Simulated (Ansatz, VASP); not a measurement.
**PtSe2 in VASP and in Ansatz**

```
CELL_PARAMETERS angstrom
3.72400 0.00000 0.00000
-1.86200 3.22508 0.00000
0.00000 0.00000 5.06200
ATOMIC_POSITIONS crystal
Pt 0.00000 0.00000 0.00000
Se 0.33333 0.66667 0.25000
Se 0.66667 0.33333 0.75000
```

Alike in both runs: task single point; functional PBE; k mesh 9 × 9 × 6; occupations methfessel-paxton of order 1, width 0.25 eV; no spin polarisation.

|  | VASP | Ansatz |
| --- | --- | --- |
| version | VASP 6.6.1 | Ansatz 0.2.0 |
| potentials or method | VASP PAW PBE potentials, release 64 (Pt, Se), cutoff 520 eV | plane waves, PAW |
| valence electrons in the cell | 22 | 50 |

```csv
,VASP,Ansatz,Ansatz less VASP
pressure (GPa),7.3,7.3,0.00
"traceless stress, the component that is largest in VASP (GPa)",-1.32,-1.31,+0.013
rms of the force components (eV/Å),0.273,0.270,-0.0027
```

Atom by atom the forces differ by 0.003 eV/Å (rms over components). VASP's potentials hold 22 valence electrons a cell and Ansatz's 50, so a difference there can come from the potentials and not from the codes. Ansatz's warnings: stress scf threshold loose.

Neither program's run includes spin-orbit coupling.
